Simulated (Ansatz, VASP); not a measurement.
# Ga2O3 in VASP and in Ansatz

```
Ga O
1.0
     2.52872    1.45996    4.54104
    -2.52872    1.45996    4.54104
     0.00000   -2.91992    4.54104
Ga O
4 6
Direct
  0.37241 0.35144 0.34376
  0.14413 0.14413 0.14413
  0.64413 0.64413 0.64413
  0.85587 0.85587 0.85587
  0.55317 0.94683 0.25000
  0.25000 0.55317 0.94683
  0.94683 0.25000 0.55317
  0.44683 0.05317 0.75000
  0.75000 0.44683 0.05317
  0.05317 0.75000 0.44683
```

Alike in both runs: task single point; functional PBE; k mesh 6 × 6 × 6; occupations gaussian, width 0.05 eV; no spin polarisation.

|  | VASP | Ansatz |
| --- | --- | --- |
| version | VASP 6.6.1 | Ansatz 0.2.0 |
| potentials or method | VASP PAW PBE potentials, release 64 (Ga_d, O), cutoff 520 eV | scalar-relativistic, plane waves, PAW |
| valence electrons in the cell | 88 | 88 |

VASP gave:

```
gap on the k mesh at the Fermi level (eV)                     : 2.37
least direct gap on the mesh (eV)                             : 2.57
pressure (GPa)                                                : 1.1
traceless stress, the component that is largest in VASP (GPa) : 0.87
rms of the force components (eV/Å)                            : 0.242
```

Q: What did Ansatz give for the same quantities?

A: gap on the k mesh at the Fermi level (eV): 2.37; least direct gap on the mesh (eV): 2.58; pressure (GPa): 0.2; traceless stress, the component that is largest in VASP (GPa): 0.83; rms of the force components (eV/Å): 0.241.

Atom by atom the forces differ by 0.005 eV/Å (rms over components). With one functional, cell and mesh, what is left measures potentials, basis and numerics.
